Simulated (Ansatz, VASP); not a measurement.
## One calculation of Al2O3, two programs

```
Al O
1.0
     2.76895    0.00000    0.00000
    -1.38448    2.39798    0.00000
     0.00000    0.00000    9.33675
Al O
2 3
Direct
  0.00000 0.00000 0.14999
  0.00000 0.00000 0.85001
  0.33333 0.66667 0.22232
  0.66667 0.33333 0.00000
  0.33333 0.66667 0.77768
```

Change from the starting cell: strain -0.040 along x and y, +0.000 along z, atoms carried along.

Alike in both runs: task single point; functional LDA; k mesh 9 × 9 × 4; occupations gaussian, width 0.05 eV; no spin polarisation.

```csv
,VASP,Ansatz
version,VASP 6.6.1,Ansatz 0.2.0
potentials or method,"VASP PAW LDA potentials, release 64 (Al, O), cutoff 520 eV","scalar-relativistic, plane waves, PAW"
valence electrons in the cell,24,24
```

|  | VASP | Ansatz | Ansatz less VASP |
| --- | --- | --- | --- |
| gap on the k mesh at the Fermi level (eV) | 5.85 | 5.86 | +0.018 |
| least direct gap on the mesh (eV) | 6.09 | 6.08 | -0.011 |
| pressure (GPa) | 8.9 | 7.9 | -1.00 |
| traceless stress, the component that is largest in VASP (GPa) | -10.61 | -9.88 | +0.730 |
| rms of the force components (eV/Å) | 0.407 | 0.388 | -0.0187 |

LDA's correlation is that of Perdew and Zunger in VASP and of Perdew and Wang (1992) in Ansatz. Atom by atom the forces differ by 0.024 eV/Å (rms over components).
